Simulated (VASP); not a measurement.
# SnMo (Fm-3m) in VASP: a series of runs, part 2 of 2

VASP 6.6.1.

## Step 5: Single point, r2SCAN

Input file POSCAR:

```
SnMo
1.0
    0.0000000000      2.7479477800      2.7479477800
    2.7479477800      0.0000000000      2.7479477800
    2.7479477800      2.7479477800      0.0000000000
Sn Mo
1 1
Direct
    0.5000000000      0.5000000000      0.5000000000
    0.0000000000      0.0000000000      0.0000000000
```

Input file INCAR.step1:

```
SYSTEM = SnMo
PREC     = Accurate       ! precision mode
ENCUT    = 550            ! plane-wave cutoff, eV
ISMEAR   = 1              ! smearing method
SIGMA    = 0.2699         ! smearing width, eV
LREAL    = .FALSE.        ! projectors in reciprocal space
LASPH    = .TRUE.         ! aspherical terms in the spheres
NELM     = 120            ! most SCF steps
NBANDS   = 21             ! bands
GGA      = PE             ! functional
ALGO     = Normal         ! electronic algorithm
EDIFF    = 1E-5           ! SCF threshold, eV
LWAVE    = .TRUE.         ! write WAVECAR
LCHARG   = .FALSE.        ! write CHGCAR
GGA_COMPAT= .FALSE.
```

Input file INCAR.step2:

```
SYSTEM = SnMo
PREC     = Accurate       ! precision mode
ENCUT    = 550            ! plane-wave cutoff, eV
EDIFF    = 1E-6           ! SCF threshold, eV
ISMEAR   = 1              ! smearing method
SIGMA    = 0.2699         ! smearing width, eV
LREAL    = .FALSE.        ! projectors in reciprocal space
LASPH    = .TRUE.         ! aspherical terms in the spheres
NELM     = 120            ! most SCF steps
ALGO     = Normal         ! electronic algorithm
ISIF     = 2              ! what is computed and relaxed
LWAVE    = .FALSE.        ! write WAVECAR
LCHARG   = .FALSE.        ! write CHGCAR
METAGGA  = R2SCAN         ! meta-GGA
LMIXTAU  = .TRUE.       
NBANDS   = 21             ! bands
ISTART   = 1            
GGA_COMPAT= .FALSE.
```

Input file KPOINTS:

```
Automatic mesh
0
G
  6 6 6
  0 0 0
```

Potentials or basis: VASP PAW PBE potentials, release 64 (Sn_d, Mo_sv).

On the command line:

```bash
$ cat potpaw_PBE.64/Sn_d/POTCAR potpaw_PBE.64/Mo_sv/POTCAR > POTCAR
$ cp INCAR.step1 INCAR
$ mpirun -np 1 vasp_std > vasp.out
$ cp INCAR.step2 INCAR
$ mpirun -np 1 vasp_std > vasp.out
```

OUTCAR:

```text
SYSTEM = SnMo
   PREC = Accurate
   ENCUT = 550
   EDIFF = 1E-6
   ISMEAR = 1
   LREAL = .FALSE.
   LASPH = .TRUE.
   NELM = 120
   ISIF = 2
   METAGGA = R2SCAN
   ISTART = 1

 ion  position               nearest neighbor table
   1  0.500  0.500  0.500-   2 2.75   2 2.75   2 2.75   2 2.75   2 2.75   2 2.75
   2  0.000  0.000  0.000-   1 2.75   1 2.75   1 2.75   1 2.75   1 2.75   1 2.75

  LATTYP: Found a face centered cubic cell.
 ALAT       =     5.4958955600

  Lattice vectors:

 A1 = (   0.0000000000,   2.7479477800,   2.7479477800)
 A2 = (   2.7479477800,   0.0000000000,   2.7479477800)
 A3 = (   2.7479477800,   2.7479477800,   0.0000000000)

Analysis of symmetry for initial positions (statically):
=====================================================================
 Subroutine PRICEL returns:
 Original cell was already a primitive cell.

 Routine SETGRP: Setting up the symmetry group for a
 face centered cubic supercell.

 Subroutine GETGRP returns: Found 48 space group operations
 (whereof 48 operations were pure point group operations)
 out of a pool of 48 trial point group operations.

The static configuration has the point symmetry O_h .

Analysis of symmetry for dynamics (positions and initial velocities):
=====================================================================
 Subroutine PRICEL returns:
 Original cell was already a primitive cell.

 Routine SETGRP: Setting up the symmetry group for a
 face centered cubic supercell.

 Subroutine GETGRP returns: Found 48 space group operations
 (whereof 48 operations were pure point group operations)
 out of a pool of 48 trial point group operations.

The dynamic configuration has the point symmetry O_h .

 Subroutine INISYM returns: Found 48 space group operations
 (whereof 48 operations are pure point group operations),
 and found     1 'primitive' translations

----------------------------------------------------------------------------------------

[... 99 lines left out ...]
   EFERMI_NEDOS =   21; number of points for ismear=-14 and -15
   IALGO  =     38    algorithm
   IMIX   =      4    mixing-type and parameters
     AMIX     =   0.40;   BMIX     =  1.00
     AMIX_MAG =   1.60;   BMIX_MAG =  1.00
  volume/ion in A,a.u.               =      20.75       140.03
  Fermi-wavevector in a.u.,A,eV,Ry     =   1.435850  2.713363 28.050653  2.061665
  Thomas-Fermi vector in A             =   2.555103
   LORBIT       =      0    0 simple, 1 ext, 2 COOP (PROOUT), +10 PAW based schemes
   METAGGA = R2SCAN    functional components
   LHFCALC =     F    Hartree Fock is set to
   AEXX    =    0.0000 exact exchange contribution
   IVDW    =     0    specifies the selected vdW correction
   LEPSILON=     F    determine dielectric tensor
   LRPA    =     F    only Hartree local field effects (RPA)
 non-spin polarized calculation
 Methfessel and Paxton  Order N= 1 SIGMA  =   0.27
  energy-cutoff  :      550.00
  volume of cell :       41.50
 maximum number of plane-waves:      1243
 NGX is ok and might be reduce to    30
   NGX = 15   NGY = 15   NGZ = 15

 number of electron      27.9999995 magnetization

 Free energy of the ion-electron system (eV)
  ---------------------------------------------------
  ext. energy  EPLUGINS =         0.00000000
  ---------------------------------------------------
  free energy    TOTEN  =       -48.87010731 eV

  energy without entropy =      -48.86690208  energy(sigma->0) =      -48.86903890

 E-fermi :   9.8779     XC(G=0): -12.6152

 val. band max:        9.8371273642   @ k =   0.5000   0.5000   0.0000
 cond. band min:       9.9046702933   @ k =  -0.3333   0.3333   0.0000
 fundamental gap:      0.0675429291
 Fermi energy:         9.8778821840

 k-point     1 :       0.0000    0.0000    0.0000
  band No.  band energies     occupation
      1     -52.9897      2.00000
      2     -26.3899      2.00000
      3     -26.3899      2.00000
      4     -26.3899      2.00000
      5     -12.0136      2.00000
      6     -12.0136      2.00000
[... 373 lines left out ...]
     20      19.9366      0.00000
     21      21.9070      0.00000

------------------------ aborting loop because EDIFF is reached ----------------------------------------

  FORCE on cell =-STRESS in cart. coord.  units (eV):
  Direction    XX          YY          ZZ          XY          YZ          ZX
  --------------------------------------------------------------------------------------
  -------------------------------------------------------------------------------------
  Total        0.0052039      0.0052039      0.0052039     -0.0000000      0.0000000     -0.0000000
  in kB        0.2009024      0.2009024      0.2009024     -0.0000000      0.0000000     -0.0000000
  external PRESSURE =       0.2009024 kB  Pullay stress =       0.0000000 kB

 VOLUME and BASIS-vectors are now :
 -----------------------------------------------------------------------------
  energy-cutoff  :      550.00
  volume of cell :       41.50
      direct lattice vectors                 reciprocal lattice vectors
     0.000000000  2.747947780  2.747947780    -0.181953967  0.181953967  0.181953967
     2.747947780  0.000000000  2.747947780     0.181953967 -0.181953967  0.181953967
     2.747947780  2.747947780  0.000000000     0.181953967  0.181953967 -0.181953967

 POSITION                                       TOTAL-FORCE (eV/Angst)
 -----------------------------------------------------------------------------------
      2.74795      2.74795      2.74795         0.000000      0.000000      0.000000
      0.00000      0.00000      0.00000        -0.000000     -0.000000     -0.000000
 -----------------------------------------------------------------------------------
    total drift:                                0.000000      0.000000      0.000000

  FREE ENERGIE OF THE ION-ELECTRON SYSTEM (eV)
  ---------------------------------------------------
  free  energy   TOTEN  =       -48.8701073148 eV

  energy  without entropy=      -48.8669020783  energy(sigma->0) =      -48.86903890
```

Run time: 73 s. Hardware: 1 thread of Intel Xeon Platinum 8488C (Sapphire Rapids), shared host; peak memory 0.17 GiB.

What came out:

```yaml
Free_energy: -48.8701 eV
Pressure: 0.0 GPa
Band_gap_on_the_k_mesh: zero (bands 14 and 15 overlap by 1.46 eV)
```

Caveat: the PAW data sets were made with another functional, which shifts forces and pressure a little; spin-orbit coupling is left out, which moves the levels of the heavy elements.
